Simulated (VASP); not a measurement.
Set up this calculation in VASP 6.6.1, as the native input.

* Task: density of states
* Functional: LDA
* Potentials or basis: VASP PAW LDA potentials, release 64 (Be)
* Cutoff: 520 eV
* k mesh: 21 × 21 × 21
* Occupations: fermi-dirac, width 0.05 eV
* Spin: no spin polarisation
* Dipole correction: no
* k mesh for the DOS: 32 × 32 × 32
* Occupations for the DOS: tetrahedron
* Further INCAR settings: ALGO = Normal; EDIFF = 1e-06; NBANDS = 7

Crystal: Be.

```
Be
1.0
     0.00000    1.55332    1.55332
     1.55332    0.00000    1.55332
     1.55332    1.55332    0.00000
Be
1
Direct
  0.00000 0.00000 0.00000
```

These files were run (other wordings do the same):

POSCAR

```
Be
1.0
    0.0000000000      1.5533224679      1.5533224679
    1.5533224679      0.0000000000      1.5533224679
    1.5533224679      1.5533224679      0.0000000000
Be
1
Direct
    0.0000000000      0.0000000000      0.0000000000
```

INCAR.step1

```
SYSTEM = Be
PREC     = Accurate       ! precision mode
ENCUT    = 520            ! plane-wave cutoff, eV
EDIFF    = 1E-6           ! SCF threshold, eV
ISMEAR   = -1             ! smearing method
SIGMA    = 0.05           ! smearing width, eV
LREAL    = .False.        ! projectors in reciprocal space
LASPH    = .True.         ! aspherical terms in the spheres
NELM     = 80             ! most SCF steps
ALGO     = Normal         ! electronic algorithm
ISIF     = 2              ! what is computed and relaxed
LWAVE    = .False.        ! write WAVECAR
LCHARG   = .True.         ! write CHGCAR
GGA      = CA             ! functional
NBANDS   = 7              ! bands
```

KPOINTS.step1

```
Automatic mesh
0
Gamma
  21 21 21
  0 0 0
```

INCAR.step2

```
SYSTEM = Be
PREC     = Accurate       ! precision mode
ENCUT    = 520            ! plane-wave cutoff, eV
EDIFF    = 1E-6           ! SCF threshold, eV
ISMEAR   = -5             ! smearing method
SIGMA    = 0.05           ! smearing width, eV
LREAL    = .False.        ! projectors in reciprocal space
LASPH    = .True.         ! aspherical terms in the spheres
NELM     = 80             ! most SCF steps
ALGO     = Normal         ! electronic algorithm
ISIF     = 2              ! what is computed and relaxed
LWAVE    = .False.        ! write WAVECAR
LCHARG   = .False.        ! write CHGCAR
GGA      = CA             ! functional
LORBIT   = 11             ! projections on sites
NBANDS   = 7              ! bands
NEDOS    = 2001           ! points of the DOS
ICHARG   = 11             ! starting density
```

KPOINTS.step2

```
Automatic mesh
0
Gamma
  32 32 32
  0 0 0
```

Potentials or basis: VASP PAW LDA potentials, release 64 (Be).

Run with:

```console
$ cat potpaw_LDA.64/Be/POTCAR > POTCAR
$ cp INCAR.step1 INCAR
$ cp KPOINTS.step1 KPOINTS
$ mpirun -np 1 vasp_std > vasp.out
$ cp INCAR.step2 INCAR
$ cp KPOINTS.step2 KPOINTS
$ mpirun -np 1 vasp_std > vasp.out
```

Results of the run:

```
Valence electrons inside the program's atomic spheres : Be 1.23
```

Run time: 11 s on 1 thread of Intel(R) Xeon(R) 6975P-C (Granite Rapids), with other jobs on the host, peak memory 0.14 GiB.
